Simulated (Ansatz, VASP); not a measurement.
## One calculation of InPd, two programs

INCAR

```
PREC     = Accurate       # precision mode
ENCUT    = 520            # plane-wave cutoff, eV
EDIFF    = 1E-6           # SCF threshold, eV
ISMEAR   = 0              # smearing method
SIGMA    = 0.1            # smearing width, eV
LREAL    = False          # projectors in reciprocal space
LASPH    = True           # aspherical terms in the spheres
NELM     = 150            # most SCF steps
ALGO     = Fast           # electronic algorithm
ISIF     = 2              # what is computed and relaxed
LWAVE    = False          # write WAVECAR
LCHARG   = False          # write CHGCAR
ISPIN    = 2              # spin polarisation
MAGMOM   = 0 1            # initial moments
LORBIT   = 11             # projections on sites
LMAXMIX  = 4              # l up to which the mixer works
GGA      = PE             # functional
NBANDS   = 22             # bands
```

File KPOINTS:

```
Automatic mesh
0
Gamma
  6 6 6
```

The input POSCAR:

```
InPd
1.0
    0.0000000000      2.7449881444      2.7449881444
    2.7449881444      0.0000000000      2.7449881444
    2.7449881444      2.7449881444      0.0000000000
In Pd
1 1
Direct
    0.0000000000      0.0000000000      0.0000000000
    0.5000000000      0.5000000000      0.5000000000
```

Input for Ansatz:

```yaml
crystal:
  lattice:
    - [0.0, 2.7449881444, 2.7449881444]
    - [2.7449881444, 0.0, 2.7449881444]
    - [2.7449881444, 2.7449881444, 0.0]
  atoms:
    - { symbol: In, position: [0.0, 0.0, 0.0] }
    - { symbol: Pd, position: [0.5, 0.5, 0.5], spin: 1.0 }
basis:
  ecutwfc: 420
kpoints:
  mp_grid: { grid: [6, 6, 6] }
hamiltonian:
  xc: pbe
scf:
  occupations: { method: gaussian, width: 0.1 }
  lower_state_search: "off"
output:
  forces: true
  stress: true
  eigenvalues: true
  populations: true
magnetization:
  spin_polarized: true
```

Change from the starting cell: species swapped into the PrS type (Fm-3m, No. 225).

Alike in both runs: task single point; functional PBE; k mesh 6 × 6 × 6; occupations gaussian, width 0.1 eV; collinear spin.

|  | VASP | Ansatz |
| --- | --- | --- |
| version | VASP 6.6.1 | Ansatz 0.2.0 |
| potentials or method | VASP PAW PBE potentials, release 64 (In_d, Pd), cutoff 520 eV | scalar-relativistic, plane waves, PAW |
| valence electrons in the cell | 23 | 31 |

```tsv
	VASP	Ansatz	Ansatz less VASP
gap on the k mesh at the Fermi level (eV)	none	none	-
pressure (GPa)	0.2	0.2	0.00
net moment per atom (μB)	0.00	0.00	0.000
```

A gap of «none» marks a metal or a gap that the smearing closes. The functional is the same, so the differences come from potentials, cutoffs and numerics. VASP's potentials hold 23 valence electrons a cell and Ansatz's 31, so a difference there can come from the potentials and not from the codes. Ansatz's warnings: seeded moment not kept.
